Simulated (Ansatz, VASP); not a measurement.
**Rh in VASP and in Ansatz**

The input INCAR:

```
SYSTEM = Rh
ALGO = Normal
EDIFF = 1E-6
ENCUT = 520
GGA = PE
ISIF = 2
ISMEAR = -1
LASPH = .True.
LCHARG = .False.
LREAL = .False.
LWAVE = .False.
NBANDS = 14
NELM = 80
PREC = Accurate
SIGMA = 0.08
```

File KPOINTS:

```
k-points
0
Gamma
  16 16 16
  0 0 0
```

POSCAR

```
Rh
1.0
    0.0000000000      1.8825345000      1.9015500000
    1.8825345000      0.0000000000      1.9015500000
    1.8825345000      1.8825345000      0.0000000000
Rh
1
Direct
    0.0000000000      0.0000000000      0.0000000000
```

Input for Ansatz:

```yaml
crystal:
  lattice:
    - [0.0, 1.8825345, 1.90155]
    - [1.8825345, 0.0, 1.90155]
    - [1.8825345, 1.8825345, 0.0]
  atoms:
    - { symbol: Rh, position: [0.0, 0.0, 0.0] }
kpoints:
  mp_grid: { grid: [16, 16, 16] }
  band_path:
    path:
      - [0.0, 0.0, 0.0]
      - [0.0, 0.5, 0.5]
      - [0.25, 0.75, 0.5]
      - [0.0, 0.5, 0.0]
      - [0.0, 0.0, 0.0]
      - [0.5, 0.5, 0.0]
      - [0.3725125, 0.6274875, 0.0]
      - [-0.3725125, 0.3725125, 0.0]
      - [0.0, 0.0, 0.0]
    npoints: 5
scf:
  occupations: { method: fermi_dirac, width: 0.08 }
hamiltonian:
  xc: pbe
  pseudopotentials: { kind: all_electron, lapw: { basis_error: 0.001 } }
output:
  forces: true
  stress: true
  eigenvalues: true
```

Change from the starting cell: equal xx and yy strain of -1 %.

Alike in both runs: task single point; functional PBE; k mesh 16 × 16 × 16; occupations fermi-dirac, width 0.08 eV; no spin polarisation.

```csv
,VASP,Ansatz
version,VASP 6.6.1,Ansatz 0.2.0
potentials or method,"VASP PAW PBE potentials, release 64 (Rh_pv), cutoff 520 eV","all-electron LAPW, scalar-relativistic"
```

VASP gave:

```
pressure (GPa)                                                : 12.1
traceless stress, the component that is largest in VASP (GPa) : -1.72
```

Task: What did Ansatz give for the same quantities?

Result: Pressure (GPa): 12.1; traceless stress, the component that is largest in VASP (GPa): -1.73.

Ansatz ran all-electron here, and VASP with PAW potentials.
